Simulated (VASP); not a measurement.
# CuSi16 (a cell with a defect) in VASP: notebook

CuSi16 (a cell with a defect) is run at these levels: PBE+D3(BJ); tasks: single point.

All numbers are computed with VASP 6.6.1; they aren't measurements. Logs are shortened: lines on timing, memory, paths and dates and some standing lists are left out, and cuts for length are marked.

## 1. The cell of the first run

The cell holds a defect, 17 atoms: a = 7.679 Å, b = 7.679 Å, c = 7.679 Å, α = 60.00°, β = 60.00°, γ = 60.00°.

## 2. Single point, PBE+D3(BJ)

INCAR

```
SYSTEM = CuSi16
PREC = Accurate ; ENCUT = 520
EDIFF = 1E-6 ; ISMEAR = 0
SIGMA = 0.02 ; LREAL = Auto
LASPH = .True. ; NELM = 60
ALGO = Normal ; ISIF = 2
LWAVE = .False. ; LCHARG = .False.
GGA = PE ; IVDW = 12
NELECT = 74.0 ; NBANDS = 52
```

KPOINTS

```
Automatic mesh
0
Gamma
  2 2 2
  0 0 0
```

POSCAR

```
CuSi16
1.0
    0.0000000000      5.4300000000      5.4300000000
    5.4300000000      0.0000000000      5.4300000000
    5.4300000000      5.4300000000      0.0000000000
Si Cu
16 1
Direct
   -0.0126862799      0.0012185083      0.0044453959
    0.1214521179      0.1142476980      0.1333627993
   -0.0132003683      0.0050736648      0.5084959484
    0.1141171271      0.1275460405      0.6314972376
    0.0343996317      0.4831869245     -0.0122666667
    0.1202918048      0.6254144567      0.1277023020
   -0.0122341621      0.5005674954      0.5043435543
    0.1199080110      0.6301157459      0.6192991713
    0.5077778085     -0.0112354512      0.0027319521
    0.6129078269      0.1236953039      0.1351995396
    0.4876101289      0.0022990792      0.5071928177
    0.6122926335      0.1266451197      0.6300922652
    0.5091439227      0.4959378453     -0.0001387661
    0.6627391344      0.6101522099      0.1121422652
    0.5076885820      0.4992423573      0.4916955801
    0.6131112339      0.6304611418      0.6275526703
    0.2914953039      0.7259069061      0.2362741252
```

Potentials or basis: VASP PAW PBE potentials, release 64 (Si, Cu).

Launch:

```
$ cat potpaw_PBE.64/Si/POTCAR potpaw_PBE.64/Cu/POTCAR > POTCAR
$ mpirun -np 1 vasp_std > vasp.out
```

OUTCAR:

```text
SYSTEM = CuSi16
   PREC = Accurate
   ENCUT = 520
   EDIFF = 1E-6
   ISMEAR = 0
   LREAL = Auto
   LASPH = .True.
   NELM = 60
   ISIF = 2
   GGA = PE
   IVDW = 12
   NELECT = 74.0
 IVDW          = 12

 ion  position               nearest neighbor table
   1  0.987  0.001  0.004-   4 2.34  10 2.35   6 2.36   2 2.36  17 2.92
   2  0.121  0.114  0.133-   5 2.33   3 2.35   1 2.36   9 2.42  17 2.45
   3  0.987  0.005  0.508-   4 2.34  12 2.35   8 2.35   2 2.35
   4  0.114  0.128  0.631-   3 2.34   1 2.34   7 2.34  11 2.34
   5  0.034  0.483  0.988-   6 2.32   8 2.32   2 2.33  14 2.33
   6  0.120  0.625  0.128-   5 2.32   1 2.36   7 2.36  17 2.40  13 2.44
   7  0.988  0.501  0.504-   4 2.34  16 2.35   6 2.36   8 2.36  17 2.89
   8  0.120  0.630  0.619-   5 2.32   3 2.35   7 2.36  17 2.42  15 2.43
   9  0.508  0.989  0.003-  10 2.34  12 2.34  14 2.38   2 2.42  17 2.61
  10  0.613  0.124  0.135-  11 2.33  13 2.34   9 2.34   1 2.35
  11  0.488  0.002  0.507-  16 2.33  12 2.33  10 2.33   4 2.34
  12  0.612  0.127  0.630-  11 2.33  15 2.34   9 2.34   3 2.35
  13  0.509  0.496  1.000-  10 2.34  16 2.34  14 2.39   6 2.44  17 2.54
  14  0.663  0.610  0.112-  17 2.33   5 2.33   9 2.38  15 2.39  13 2.39
  15  0.508  0.499  0.492-  16 2.34  12 2.34  14 2.39   8 2.43  17 2.57
  16  0.613  0.630  0.628-  11 2.33  13 2.34  15 2.34   7 2.35
  17  0.291  0.726  0.236-  14 2.33   6 2.40   8 2.42   2 2.45  13 2.54  15 2.57   9 2.61   7 2.89
                             1 2.92

  LATTYP: Found a face centered cubic cell.
 ALAT       =    10.8600000000

  Lattice vectors:

 A1 = (   0.0000000000,   5.4300000000,   5.4300000000)
 A2 = (   5.4300000000,   0.0000000000,   5.4300000000)
 A3 = (   5.4300000000,   5.4300000000,   0.0000000000)

Analysis of symmetry for initial positions (statically):
=====================================================================
 Subroutine PRICEL returns:
 Original cell was already a primitive cell.

 Routine SETGRP: Setting up the symmetry group for a
 face centered cubic supercell.

 Subroutine GETGRP returns: Found  1 space group operations
 (whereof  1 operations were pure point group operations)
 out of a pool of 48 trial point group operations.

The static configuration has the point symmetry C_1 .

Analysis of symmetry for dynamics (positions and initial velocities):
=====================================================================
 Subroutine PRICEL returns:
 Original cell was already a primitive cell.

 Routine SETGRP: Setting up the symmetry group for a
 face centered cubic supercell.

 Subroutine GETGRP returns: Found  1 space group operations
 (whereof  1 operations were pure point group operations)
 out of a pool of 48 trial point group operations.

The dynamic configuration has the point symmetry C_1 .

 Subroutine INISYM returns: Found  1 space group operations
 (whereof  1 operations are pure point group operations),
 and found     1 'primitive' translations

----------------------------------------------------------------------------------------

                                     Primitive cell

  volume of cell :     320.2060

  direct lattice vectors                    reciprocal lattice vectors
     0.000000000  5.430000000  5.430000000    -0.092081031  0.092081031  0.092081031
     5.430000000  0.000000000  5.430000000     0.092081031 -0.092081031  0.092081031
     5.430000000  5.430000000  0.000000000     0.092081031  0.092081031 -0.092081031

  length of vectors
     7.679179644  7.679179644  7.679179644     0.159489025  0.159489025  0.159489025

  position of ions in fractional coordinates (direct lattice)
     0.987313720  0.001218508  0.004445396
     0.121452118  0.114247698  0.133362799
     0.986799632  0.005073665  0.508495948
     0.114117127  0.127546041  0.631497238
     0.034399632  0.483186925  0.987733333
     0.120291805  0.625414457  0.127702302
[... 9 lines left out ...]
     0.613111234  0.630461142  0.627552670
     0.291495304  0.725906906  0.236274125

  ion indices of the primitive-cell ions
   primitive index   ion index
                 1           1
                 2           2
                 3           3
                 4           4
                 5           5
                 6           6
[... 9 lines left out ...]
                16          16
                17          17

----------------------------------------------------------------------------------------

 KPOINTS: Automatic mesh

Automatic generation of k-mesh.
 Grid dimensions read from file:
 generate k-points for:    2    2    2

 Generating k-lattice:

  Cartesian coordinates                     Fractional coordinates (reciprocal lattice)
    -0.046040516  0.046040516  0.046040516     0.500000000  0.000000000  0.000000000
     0.046040516 -0.046040516  0.046040516     0.000000000  0.500000000  0.000000000
     0.046040516  0.046040516 -0.046040516     0.000000000  0.000000000  0.500000000

  Length of vectors
     0.079744512  0.079744512  0.079744512

  Shift w.r.t. Gamma in fractional coordinates (k-lattice)
     0.000000000  0.000000000  0.000000000

 Subroutine IBZKPT returns following result:
 ===========================================

 Found      8 irreducible k-points:

 Following reciprocal coordinates:
            Coordinates               Weight
  0.000000  0.000000  0.000000      1.000000
  0.500000  0.000000  0.000000      1.000000
  0.000000  0.500000  0.000000      1.000000
  0.000000  0.000000  0.500000      1.000000
  0.500000  0.500000  0.500000      1.000000
  0.500000  0.500000  0.000000      1.000000
  0.000000  0.500000  0.500000      1.000000
  0.500000  0.000000  0.500000      1.000000
   k-points           NKPTS =      8   k-points in BZ     NKDIM =      8   number of bands    NBANDS=     52
   number of dos      NEDOS =    301   number of ions     NIONS =     17
   total plane-waves  NPLWV = 216000
   dimension x,y,z NGX =    60 NGY =   60 NGZ =   60
   dimension x,y,z NGXF=   120 NGYF=  120 NGZF=  120
   ions per type =              16   1
   NGX,Y,Z   is equivalent  to a cutoff of  12.99, 12.99, 12.99 a.u.
   NGXF,Y,Z  is equivalent  to a cutoff of  25.98, 25.98, 25.98 a.u.
 SYSTEM =  CuSi16
   PREC   = accura    normal or accurate (medium, high low for compatibility)
   ISTART =      0    job   : 0-new  1-cont  2-samecut
   ICHARG =      2    charge: 1-file 2-atom 10-const
   ISPIN  =      1    spin polarized calculation?
   LNONCOLLINEAR =      F non collinear calculations
   LSORBIT =      F    spin-orbit coupling
   LASPH  =      T    aspherical Exc in radial PAW
   ENCUT  =  520.0 eV  38.22 Ry    6.18 a.u.  14.28 14.28 14.28*2*pi/ulx,y,z
   NELM   =     60;   NELMIN=  2; NELMDL= -5     # of ELM steps
   EDIFF  = 0.1E-05   stopping-criterion for ELM
   LREAL  =      T    real-space projection
   EDIFFG = 0.1E-04   stopping-criterion for IOM
   NSW    =      0    number of steps for IOM
[... 5 lines left out ...]
   TEBEG  =    0.0;   TEEND  =   0.0 temperature during run
   PSTRESS=    0.0 pullay stress
   NELECT =      74.0000    total number of electrons
   NUPDOWN=      -1.0000    fix difference up-down
   EMIN   =  10.00;   EMAX   =-10.00  energy-range for DOS
   EFERMI =   0.00;   METHOD = LEGACY
   ISMEAR =     0;   SIGMA  =   0.02  broadening in eV -4-tet -1-fermi 0-gaus
   EFERMI_NEDOS =   21; number of points for ismear=-14 and -15
   IALGO  =     38    algorithm
   IMIX   =      4    mixing-type and parameters
     AMIX     =   0.40;   BMIX     =  1.00
     AMIX_MAG =   1.60;   BMIX_MAG =  1.00
  volume/ion in A,a.u.               =      18.84       127.11
  Fermi-wavevector in a.u.,A,eV,Ry     =   1.004636  1.898488 13.732283  1.009294
  Thomas-Fermi vector in A             =   2.137265
   LORBIT       =      0    0 simple, 1 ext, 2 COOP (PROOUT), +10 PAW based schemes
   GGA     = PE    functional components
   LHFCALC =     F    Hartree Fock is set to
   AEXX    =    0.0000 exact exchange contribution
   IVDW    =    12    specifies the selected vdW correction
   LEPSILON=     F    determine dielectric tensor
   LRPA    =     F    only Hartree local field effects (RPA)
 non-spin polarized calculation
 Gauss-broadening in eV      SIGMA  =   0.02
  energy-cutoff  :      520.00
  volume of cell :      320.21
 maximum number of plane-waves:      8646
 NGX is ok and might be reduce to    60
   NGX = 29   NGY = 29   NGZ = 29

 number of electron      74.0000001 magnetization

 Free energy of the ion-electron system (eV)
  ---------------------------------------------------
  ext. energy  EPLUGINS =         0.00000000
  ---------------------------------------------------
  free energy    TOTEN  =       -94.21877230 eV

  energy without entropy =      -94.21877230  energy(sigma->0) =      -94.21877230

 E-fermi :   6.2980     XC(G=0):  -9.6078

 val. band max:        6.2103138051   @ k =   0.0000   0.0000   0.0000
 cond. band min:       6.5471563499   @ k =   0.0000   0.0000   0.0000
 fundamental gap:      0.3368425449
 Fermi energy:         6.2980498375

 k-point     1 :       0.0000    0.0000    0.0000
  band No.  band energies     occupation
      1      -5.8959      2.00000
      2      -3.5520      2.00000
      3      -3.5040      2.00000
      4      -3.4757      2.00000
      5      -3.4697      2.00000
      6      -2.0449      2.00000
[... 41 lines left out ...]
     48       8.4582      0.00000
     49       8.7370      0.00000

 k-point     2 :       0.5000    0.0000    0.0000
  band No.  band energies     occupation
      1      -5.1900      2.00000
      2      -4.9846      2.00000
      3      -3.3331      2.00000
      4      -3.1891      2.00000
      5      -3.1779      2.00000
      6      -3.0359      2.00000
[... 41 lines left out ...]
     48       9.7681      0.00000
     49       9.7915      0.00000

 k-point     3 :       0.0000    0.5000    0.0000
  band No.  band energies     occupation
      1      -5.2332      2.00000
      2      -4.9281      2.00000
      3      -3.2971      2.00000
      4      -3.2600      2.00000
      5      -3.1730      2.00000
      6      -3.0385      2.00000
[... 249 lines left out ...]
     48      10.5029      0.00000
     49      10.5130      0.00000

 k-point     8 :       0.5000    0.0000    0.5000
  band No.  band energies     occupation
      1      -4.9356      2.00000
      2      -4.7223      2.00000
      3      -3.8704      2.00000
      4      -3.7783      2.00000
      5      -3.7484      2.00000
      6      -3.7350      2.00000
[... 41 lines left out ...]
     48      10.4992      0.00000
     49      10.5112      0.00000
 [bands above 49 left out]

------------------------ aborting loop because EDIFF is reached ----------------------------------------

 Edisp (eV)   -5.66934

 E8    (eV) :    -2.3513

  FORCE on cell =-STRESS in cart. coord.  units (eV):
  Direction    XX          YY          ZZ          XY          YZ          ZX
  --------------------------------------------------------------------------------------
  -------------------------------------------------------------------------------------
  Total      -7.52927    -7.67462    -7.80462    -0.06964     0.37297    -0.11865
  in kB     -37.67334   -38.40061   -39.05109    -0.34843     1.86618    -0.59370
  external pressure =      -38.38 kB  Pullay stress =        0.00 kB

 VOLUME and BASIS-vectors are now :
 -----------------------------------------------------------------------------
  energy-cutoff  :      520.00
  volume of cell :      320.21
      direct lattice vectors                 reciprocal lattice vectors
     0.000000000  5.430000000  5.430000000    -0.092081031  0.092081031  0.092081031
     5.430000000  0.000000000  5.430000000     0.092081031 -0.092081031  0.092081031
     5.430000000  5.430000000  0.000000000     0.092081031  0.092081031 -0.092081031

 POSITION                                       TOTAL-FORCE (eV/Angst)
 -----------------------------------------------------------------------------------
      0.03075      5.38525      5.36773        -0.005844     -0.002263      0.008465
      1.34453      1.38365      1.27985         0.010565     -0.012464      0.006470
      2.78868      8.11945      5.38587        -0.012367     -0.007374     -0.006833
      4.12161      4.04869      1.31223        -0.001556     -0.011225      0.007374
      7.98710      5.55018      2.81050        -0.003311     -0.003738     -0.017162
      4.08942      1.34661      4.04918         0.002236      0.008885     -0.032232
[... 9 lines left out ...]
      6.83101      6.73680      6.75260         0.005630     -0.000925      0.005655
      5.22464      2.86579      5.52449         0.020609     -0.014463      0.031970
 -----------------------------------------------------------------------------------
    total drift:                               -0.003111     -0.007784      0.006908

  FREE ENERGIE OF THE ION-ELECTRON SYSTEM (eV)
  ---------------------------------------------------
  free  energy   TOTEN  =       -99.8881143549 eV

  energy  without entropy=      -99.8881143549  energy(sigma->0) =      -99.88811435
```

Run time: 4.1 min. Hardware: 1 thread of AMD EPYC 9R45 (Zen 5), shared host; peak memory 0.45 GiB.

Results:

```yaml
Free_energy: -99.8881 eV
Largest_force: 0.056 eV/Å
Dispersion_energy_per_atom: -0.333 eV
```

Forces in eV/Å, atoms in the order of the input:
```
Si  -0.006 -0.002  0.008
Si   0.011 -0.012  0.006
Si  -0.012 -0.007 -0.007
Si  -0.002 -0.011  0.007
Si  -0.003 -0.004 -0.017
Si   0.002  0.009 -0.032
Si   0.006 -0.008  0.007
Si   0.007  0.027 -0.040
Si  -0.005 -0.010  0.009
Si   0.007 -0.007  0.003
Si  -0.007 -0.012  0.003
Si   0.007 -0.001  0.006
Si  -0.023 -0.030 -0.011
Si  -0.014  0.048  0.025
Si   0.006  0.036 -0.005
Si   0.006 -0.001  0.006
Cu   0.021 -0.014  0.032
```

Levels at points of the mesh, in eV from the Fermi level:
```
           k point  band 35  band 36  band 37  band 38  band 39  band 40
(0.00, 0.00, 0.00)    -0.56    -0.11    -0.09     0.25     0.69     0.69
(0.50, 0.00, 0.00)    -0.82    -0.65    -0.63     0.51     1.34     1.42
(0.00, 0.50, 0.00)    -0.76    -0.67    -0.56     0.65     1.17     1.38
(0.00, 0.00, 0.50)    -0.76    -0.68    -0.58     0.66     1.16     1.37
(0.50, 0.50, 0.50)    -0.75    -0.68    -0.63     0.67     1.19     1.38
(0.50, 0.50, 0.00)    -1.36    -1.32    -0.88     0.76     1.14     2.11
(0.00, 0.50, 0.50)    -1.34    -1.33    -0.86     0.75     1.15     2.11
(0.50, 0.00, 0.50)    -1.35    -1.32    -0.88     0.76     1.15     2.11
```

Caveat: the k points lie up to 0.50 Å⁻¹ apart; the cell carries a net charge on a neutralising background, which shifts energy and pressure; the cell is charged against a uniform background, so pressure and absolute levels hang on convention.

## 3. Single point, PBE+D3(BJ)

INCAR

```
SYSTEM = CuSi16
ALGO = Normal
EDIFF = 1E-7
ENCUT = 520
GGA = PE
ISIF = 2
ISMEAR = 0
IVDW = 12
LASPH = .True.
LCHARG = .False.
LREAL = Auto
LWAVE = .False.
NBANDS = 52
NELECT = 74.0
NELM = 100
PREC = Accurate
SIGMA = 0.02
```

KPOINTS

```
k-points
0
Gamma
  2 2 2
  0 0 0
```

POSCAR

```
CuSi16
1.0
    0.0000000000      5.4300000000      5.4300000000
    5.4300000000      0.0000000000      5.4300000000
    5.4300000000      5.4300000000      0.0000000000
Si Cu
16 1
Direct
   -0.0040670350     -0.0046101289     -0.0033248619
    0.1355267956      0.0876627072      0.1383345304
   -0.0041870166     -0.0044240331      0.5117354512
    0.1184030387      0.1330210866      0.6241919890
    0.0225815838      0.4596106814      0.0085462247
    0.1162505525      0.6215676796      0.1207113260
   -0.0135983425      0.5054353591      0.5037616943
    0.1163386740      0.6217611418      0.6407152855
    0.5122614180     -0.0090724678     -0.0018210866
    0.6217663904      0.1316918048      0.1202713628
    0.4923420810      0.0215139042      0.4928043278
    0.6216285451      0.1317230203      0.6257972376
    0.5067925414      0.5036610497     -0.0107487109
    0.6510799263      0.6166944751      0.1159003683
    0.5066120626      0.5037625230      0.4998260589
    0.6125508287      0.6503351750      0.6183257827
    0.2861404236      0.6571608656      0.2778573665
```

Potentials or basis: VASP PAW PBE potentials, release 64 (Si, Cu).

Launch:

```
$ cat potpaw_PBE.64/Si/POTCAR potpaw_PBE.64/Cu/POTCAR > POTCAR
$ mpirun -np 1 vasp_std > vasp.out
```

Run time: 4.7 min. Hardware: 1 thread of AMD EPYC 9R45 (Zen 5), shared host; peak memory 0.45 GiB.

It converged, with:

```yaml
Free_energy: -99.8931 eV
Largest_force: 0.026 eV/Å
Dispersion_energy_per_atom: -0.334 eV
```

Forces in eV/Å, atoms in the order of the input:
```
Si   0.007  0.012 -0.002
Si   0.000 -0.007  0.017
Si  -0.012 -0.005 -0.004
Si   0.001 -0.002 -0.002
Si   0.004 -0.007 -0.005
Si  -0.015 -0.007  0.005
Si   0.006  0.000 -0.003
Si   0.005  0.010 -0.001
Si   0.006 -0.008 -0.013
Si   0.000  0.002  0.002
Si  -0.008  0.006 -0.011
Si   0.003  0.003  0.006
Si  -0.004 -0.008 -0.013
Si  -0.006  0.008  0.018
Si   0.003  0.006 -0.008
Si  -0.007  0.004 -0.003
Cu   0.018 -0.007  0.018
```

Levels at points of the mesh, in eV from the Fermi level:
```tsv
k point	band 33	band 34	band 35	band 36	band 37	band 38	band 39	band 40	band 41	band 42
(0.00, 0.00, 0.00)	-1.09	-1.04	-0.63	-0.20	-0.07	0.07	0.36	0.58	0.61	0.68
(0.50, 0.00, 0.00)	-2.05	-0.95	-0.90	-0.90	-0.81	0.50	1.14	1.22	1.30	1.41
(0.00, 0.50, 0.00)	-2.17	-0.92	-0.90	-0.65	-0.51	0.52	0.99	1.34	1.37	1.57
(0.00, 0.00, 0.50)	-2.03	-0.96	-0.92	-0.86	-0.75	0.55	1.11	1.23	1.31	1.44
(0.50, 0.50, 0.50)	-2.03	-0.96	-0.92	-0.86	-0.75	0.55	1.11	1.23	1.31	1.44
(0.50, 0.50, 0.00)	-1.87	-1.52	-1.51	-1.42	-1.14	0.67	0.96	1.93	2.04	2.17
(0.00, 0.50, 0.50)	-1.84	-1.54	-1.48	-1.44	-1.10	0.65	0.97	1.92	2.05	2.17
(0.50, 0.00, 0.50)	-1.84	-1.54	-1.48	-1.44	-1.11	0.65	0.97	1.92	2.05	2.17
```

Caveat: the k points lie up to 0.50 Å⁻¹ apart; the cell carries a net charge on a neutralising background, which shifts energy and pressure; the cell is charged against a uniform background, so pressure and absolute levels hang on convention.

(Part 1 of 2 ends here.)
